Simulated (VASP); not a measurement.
Wanted: the native input for a VASP 6.6.1 run.

```
Task                   : relaxation of cell and atoms
Functional             : PBE
Potentials or basis    : VASP PAW PBE potentials, release 64 (Si, Ge_d, Pt)
Cutoff                 : 600 eV
k mesh                 : 6 × 6 × 2
Occupations            : gaussian, width 0.1 eV
Spin                   : no spin polarisation
Dipole correction      : no
Further INCAR settings : ALGO = Normal; EDIFF = 1e-06; IBRION = 2; EDIFFG = -0.04; NSW = 90; ISIF = 3
```

The structure of Si3Ge2Pt lies in POSCAR:

```
Si3Ge2Pt
1.0
    3.5578969500      0.0000000000      0.0000000000
   -1.7789484700      3.0812291400      0.0000000000
    0.0000000000      0.0000000000      8.9528231400
Si Ge Pt
3 2 1
Direct
    0.0000000000      0.0000000000      0.8011945400
    0.0000000000      0.0000000000      0.1988054600
    0.0000000000      0.0000000000      0.0000000000
    0.3333333300      0.6666666700      0.5000000000
    0.6666666700      0.3333333300      0.5000000000
    0.0000000000      0.0000000000      0.5000000000
```

The input as run:

INCAR

```
  PREC = Accurate
  ENCUT = 600
  EDIFF = 1E-6
  ISMEAR = 0
  SIGMA = 0.1
  LREAL = F
  LASPH = T
  NELM = 60
  ALGO = Normal
  ISIF = 3
  LWAVE = F
  LCHARG = F
  GGA = PE
  IBRION = 2
  NSW = 90
  EDIFFG = -0.04
```

KPOINTS

```
regular mesh
0
Gamma
  6 6 2
```

Potentials or basis: VASP PAW PBE potentials, release 64 (Si, Ge_d, Pt).

Command:

```bash
$ cat potpaw_PBE.64/Si/POTCAR potpaw_PBE.64/Ge_d/POTCAR potpaw_PBE.64/Pt/POTCAR > POTCAR
$ mpirun -np 1 vasp_std > vasp.out
```

Results of the run:

| Quantity | Value |
| --- | --- |
| Relaxed volume | 29.97 Å³/atom |
| Relaxed cell | a = 4.743 Å, b = 4.743 Å, c = 9.230 Å, α = 90.00°, β = 90.00°, γ = 120.00° |
| Space group after relaxing (to 0.05 Å) | P6/mmm (No. 191) |
| Energy gained by relaxing | 3748.9 meV/atom |
| Ionic steps | 15 |
| Pressure after relaxing | 0.0 GPa |
| Largest force after relaxing | 0.006 eV/Å |
| Band gap on the k mesh | zero (band 25 reaches 3.34 eV, above the bottom of band 26 at 2.23 eV) |

Caveat: the volume moved by over 15 % at a fixed basis, so the end points are rough; spin-orbit coupling is left out, which moves the levels of the heavy elements.

Wall time 17 min on 1 thread of AMD EPYC 7R43 64-Core Processor (Zen 3), with other jobs on the host, peak memory 0.21 GiB.
